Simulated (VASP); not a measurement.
Mo3W2, 10 atoms in the cell. It takes space group Fmmm (No. 69, orthorhombic). Conventional cell: a = 3.170 Å, b = 4.487 Å, c = 22.411 Å, α = 90.00°, β = 90.00°, γ = 90.00°. Mo (site symmetry mmm) has 14 Mo at 2.74 to 3.17 Å within 3.6 Å. Mo (site symmetry mm2) has 10 Mo at 2.74 to 3.17 Å and 4 W at 2.75 to 3.17 Å within 3.6 Å. Within 3.6 Å of W (site symmetry mm2) lie 10 W at 2.75 to 3.18 Å and 4 Mo at 2.75 to 3.17 Å. 

| Item | Value |
| --- | --- |
| Program | VASP 6.6.1 |
| Task | single point |
| Functional | PBE |
| Potentials or basis | VASP PAW PBE potentials, release 64 (Mo_sv, W_sv) |
| Cutoff | 520 eV |
| k mesh | 8 × 4 × 2 |
| Occupations | gaussian, width 0.2 eV |
| Spin | no spin polarisation |
| Dipole correction | no |
| Further INCAR settings | ALGO = Fast; EDIFF = 1e-06; NBANDS = 81 |

Potentials or basis: VASP PAW PBE potentials, release 64 (Mo_sv, W_sv).

Command:

```console
$ cat potpaw_PBE.64/Mo_sv/POTCAR potpaw_PBE.64/W_sv/POTCAR > POTCAR
$ mpirun -np 1 vasp_std > vasp.out
```

Hardware: 1 thread of Oxide Virtual Turin-like Processor (shared host).

Task: How long does it take, and how much memory?

Result: It took 16 min on 1 thread of Oxide Virtual Turin-like Processor (shared host), peak memory 0.43 GiB. Counts: scf iterations 18, k points 36.
